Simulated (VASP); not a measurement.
Ag, 4 atoms in the cell. Symmetry: P6_3/mmc, No. 194, hexagonal system. The conventional cell has a = 2.896 Å, b = 2.896 Å, c = 10.033 Å, α = 90.00°, β = 90.00°, γ = 120.00°. Ag (site symmetry -6m2) has 12 Ag at 2.90 to 3.01 Å within 3.8 Å. Ag (site symmetry -3m) has 12 Ag at 2.90 to 3.01 Å within 3.8 Å. This isn't the form of Ag at room conditions, which is fcc.

| Quantity | Value |
| --- | --- |
| Program | VASP 6.6.1 |
| Task | electric field gradients |
| Functional | LDA |
| Potentials or basis | VASP PAW LDA potentials, release 64 (Ag) |
| Cutoff | 520 eV |
| k mesh | 14 × 14 × 4 |
| Occupations | fermi-dirac, width 0.08 eV |
| Spin | no spin polarisation |
| Dipole correction | no |
| Further INCAR settings | ALGO = Normal; EDIFF = 1e-08; NBANDS = 30 |

Potentials or basis: VASP PAW LDA potentials, release 64 (Ag).

Command:

```sh
$ cat potpaw_LDA.64/Ag/POTCAR > POTCAR
$ mpirun -np 1 vasp_std > vasp.out
```

Hardware: 1 thread of Intel(R) Xeon(R) Platinum 8259CL CPU @ 2.50GHz (Skylake/Cascade Lake), with other jobs on the host.

**Question.** How long does it take, and how much memory?

**Answer.** It took 110 s on 1 thread of Intel(R) Xeon(R) Platinum 8259CL CPU @ 2.50GHz (Skylake/Cascade Lake), on a shared host, peak memory 0.24 GiB. Counts: scf iterations 12, k points 72.
